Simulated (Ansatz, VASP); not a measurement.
One calculation of Si, two programs

INCAR

```
SYSTEM = Si
  PREC = Accurate
  ENCUT = 500
  EDIFF = 1E-6
  ISMEAR = -1
  SIGMA = 0.1
  LREAL = .False.
  LASPH = .True.
  NELM = 120
  ALGO = Normal
  ISIF = 2
  LWAVE = .False.
  LCHARG = .False.
  GGA = PE
  NBANDS = 11
  GGA_COMPAT = .False.
```

KPOINTS

```
Automatic mesh
0
Gamma
  8 8 8
  0 0 0
```

The input POSCAR:

```
Si
1.0
    0.0000000000      2.7185000000      2.7185000000
    2.7185000000      0.0000000000      2.7185000000
    2.7185000000      2.7185000000      0.0000000000
Si
2
Direct
    0.5000000000      0.5000000000      0.5000000000
    0.7500000000      0.7500000000      0.7500000000
```

Input for Ansatz:

```yaml
crystal:
  lattice:
    - [0.0, 2.7185, 2.7185]
    - [2.7185, 0.0, 2.7185]
    - [2.7185, 2.7185, 0.0]
  atoms:
    - { symbol: Si, position: [0.5, 0.5, 0.5] }
    - { symbol: Si, position: [0.75, 0.75, 0.75] }
hamiltonian:
  xc: pbe
  pseudopotentials: { kind: paw }
basis:
  ecutwfc: 420
kpoints:
  mp_grid: { grid: [8, 8, 8] }
scf:
  occupations: { method: fermi_dirac, width: 0.1 }
  lower_state_search: "off"
  algorithm: density_mixing
  max_iter: 100
  mixing: { algorithm: broyden, beta: 0.3, preconditioner: local_kerker }
output:
  forces: true
  stress: true
```

Alike in both runs: task single point; functional PBE; k mesh 8 × 8 × 8; occupations fermi-dirac, width 0.1 eV; no spin polarisation.

|  | VASP | Ansatz |
| --- | --- | --- |
| version | VASP 6.6.1 | Ansatz 0.2.0 |
| potentials or method | VASP PAW PBE potentials, release 64 (Si), cutoff 500 eV | PAW, plane waves, scalar-relativistic |
| valence electrons in the cell | 8 | 8 |

Ansatz gave:

| Property | Result |
| --- | --- |
| pressure (GPa) | 1.7 |

Q: Which values does VASP return?

A: Pressure (GPa): 1.6.

The functional is the same, so the differences come from potentials, cutoffs and numerics.
